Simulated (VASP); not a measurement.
Wanted: the native input for a VASP 6.6.1 run.

```yaml
Task: electric field gradients
Functional: LDA
Potentials_or_basis: VASP PAW LDA potentials, release 64 (Li_sv, F)
Cutoff: 520 eV
k_mesh: 10 × 10 × 10
Occupations: fermi-dirac, width 0.03 eV
Spin: no spin polarisation
Dipole_correction: no
Further_INCAR_settings: ALGO = Normal; EDIFF = 1e-08; NBANDS = 12
```

The structure of LiF lies in POSCAR:

```
LiF
1.0
    0.0000000000      2.0140000000      1.9737200000
    2.0140000000      0.0000000000      1.9737200000
    2.0140000000      2.0140000000      0.0000000000
Li F
1 1
Direct
    0.0000000000      0.0000000000      0.0000000000
    0.5000000000      0.5000000000      0.5000000000
```

This cell differs from its parent crystal: zz strain of -2 %.

One way to write it, as run:

INCAR

```
PREC = Accurate ; ENCUT = 520
EDIFF = 1E-8 ; ISMEAR = -1
SIGMA = 0.03 ; LREAL = False
LASPH = True ; NELM = 60
ALGO = Normal ; ISIF = 2
LWAVE = False ; LCHARG = False
LEFG = True ; NBANDS = 12
```

KPOINTS

```
Automatic mesh
0
Gamma
  10 10 10
```

Potentials or basis: VASP PAW LDA potentials, release 64 (Li_sv, F).

Command:

```sh
$ cat potpaw_LDA.64/Li_sv/POTCAR potpaw_LDA.64/F/POTCAR > POTCAR
$ mpirun -np 1 vasp_std > vasp.out
```

Results of the run:

| Property | Result |
| --- | --- |
| Band gap on the k mesh | 9.00 eV, direct |

Caveat: the cell differs from its parent crystal (zz strain of -2 %); without QUAD_EFG the Cq values of the log hold for a quadrupole moment of 1 mb, not for the nuclei.

Wall time 7 s on 1 thread of Intel(R) Xeon(R) 6975P-C (Granite Rapids) (shared host), peak memory 0.13 GiB.
